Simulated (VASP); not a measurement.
Here is a VASP 6.6.1 calculation.

Contents of INCAR:

```
SYSTEM = BaTiO3
PREC = Accurate
ENCUT = 520
EDIFF = 1E-7
ISMEAR = -1
SIGMA = 0.05
LREAL = .False.
LASPH = .True.
NELM = 100
ALGO = Normal
ISIF = 2
LWAVE = .False.
LCHARG = .True.
GGA = PS
LELF = .True.
LVHAR = .True.
NBANDS = 28
```

The input KPOINTS:

```
regular mesh
0
Gamma
  6 6 6
  0 0 0
```

File POSCAR:

```
BaTiO3
1.0
    2.9404612727      1.6976761073      2.3183934932
   -2.9404612727      1.6976761073      2.3183934932
    0.0000000000     -3.3953522147      2.3183934932
Ba Ti O
1 1 3
Direct
    0.0000000000      0.0000000000      0.0000000000
    0.4845000000      0.4845000000      0.4845000000
    0.5086000000      0.0175000000      0.5086000000
    0.0175000000      0.5086000000      0.5086000000
    0.5086000000      0.5086000000      0.0175000000
```

Potentials or basis: VASP PAW PBE potentials, release 64 (Ba_sv, Ti_sv, O).

Command:

```bash
$ cat potpaw_PBE.64/Ba_sv/POTCAR potpaw_PBE.64/Ti_sv/POTCAR potpaw_PBE.64/O/POTCAR > POTCAR
$ mpirun -np 1 vasp_std > vasp.out
```

Question: Predict the band gap on the k mesh.

Answer: 2.11 eV, indirect (least direct gap 2.58 eV).

Question: Predict the largest force.

Answer: 0.501 eV/Å.

Question: Estimate the pressure.

Answer: -11.0 GPa.

Stress tensor (GPa, compression positive):
```
-13.87   0.00   0.00
  0.00 -13.87   0.00
  0.00   0.00  -5.36
```

Caveat: the PAW data sets were made with another functional, which shifts forces and pressure a little; spin-orbit coupling is left out, which moves the levels of the heavy elements. Expect the measured gap to be larger: semilocal functionals such as PBEsol lack the derivative discontinuity.
